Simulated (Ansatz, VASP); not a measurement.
**NaGeCl3: VASP beside Ansatz**

INCAR

```
SYSTEM = NaGeCl3
PREC     = Accurate       ! precision mode
ENCUT    = 1130           ! plane-wave cutoff, eV
EDIFF    = 1E-6           ! SCF threshold, eV
ISMEAR   = -1             ! smearing method
SIGMA    = 0.02           ! smearing width, eV
LREAL    = .FALSE.        ! projectors in reciprocal space
LASPH    = .TRUE.         ! aspherical terms in the spheres
NELM     = 120            ! most SCF steps
ALGO     = Normal         ! electronic algorithm
ISIF     = 2              ! what is computed and relaxed
LWAVE    = .FALSE.        ! write WAVECAR
LCHARG   = .FALSE.        ! write CHGCAR
GGA      = PE             ! functional
NBANDS   = 30             ! bands
GGA_COMPAT= .FALSE.
```

Contents of KPOINTS:

```
Automatic mesh
0
G
  6 6 6
  0 0 0
```

POSCAR

```
NaGeCl3
1.0
    5.2687335320      0.0000000000      0.0000000000
    0.0000000000      5.1908704749      0.0000000000
    0.0000000000      0.0000000000      5.1908704749
Na Ge Cl
1 1 3
Direct
    0.0000000000      0.0000000000      0.0000000000
    0.5000000000      0.5000000000      0.5000000000
    0.5000000000      0.5000000000      0.0000000000
    0.5000000000      0.0000000000      0.5000000000
    0.0000000000      0.5000000000      0.5000000000
```

Input for Ansatz:

```yaml
crystal:
  lattice:
    - [5.268733532, 0.0, 0.0]
    - [0.0, 5.1908704749, 0.0]
    - [0.0, 0.0, 5.1908704749]
  atoms:
    - { symbol: Na, position: [0.0, 0.0, 0.0] }
    - { symbol: Ge, position: [0.5, 0.5, 0.5] }
    - { symbol: Cl, position: [0.5, 0.5, 0.0] }
    - { symbol: Cl, position: [0.5, 0.0, 0.5] }
    - { symbol: Cl, position: [0.0, 0.5, 0.5] }
kpoints:
  mp_grid: { grid: [6, 6, 6] }
  band_path:
    path: [[0.0, 0.0, 0.0], [0.0, 0.5, 0.0], [0.5, 0.5, 0.0], [0.5, 0.5, 0.5]]
    npoints: 1
hamiltonian:
  xc: pbe
scf:
  occupations: { method: fermi_dirac, width: 0.02 }
  n_extra_bands: 5
output:
  forces: true
  stress: true
  eigenvalues: true
```

Change from the starting cell: uniaxial_x strain +1.5%.

Alike in both runs: task single point; functional PBE; k mesh 6 × 6 × 6; occupations fermi-dirac, width 0.02 eV; no spin polarisation.

|  | VASP | Ansatz |
| --- | --- | --- |
| version | VASP 6.6.1 | Ansatz 0.2.0 |
| potentials or method | VASP PAW PBE potentials, release 64 (Na_sv, Ge_d, Cl) | plane waves, PAW |
| plane-wave cutoff (eV) | 1130 | 420 |
| valence electrons in the cell | 44 | 44 |

```tsv
	VASP	Ansatz	Ansatz less VASP
pressure (GPa)	0.1	0.2	+0.07
traceless stress, the component that is largest in VASP (GPa)	-0.48	-0.48	0.000
```

With one functional, cell and mesh, what is left measures potentials, basis and numerics.
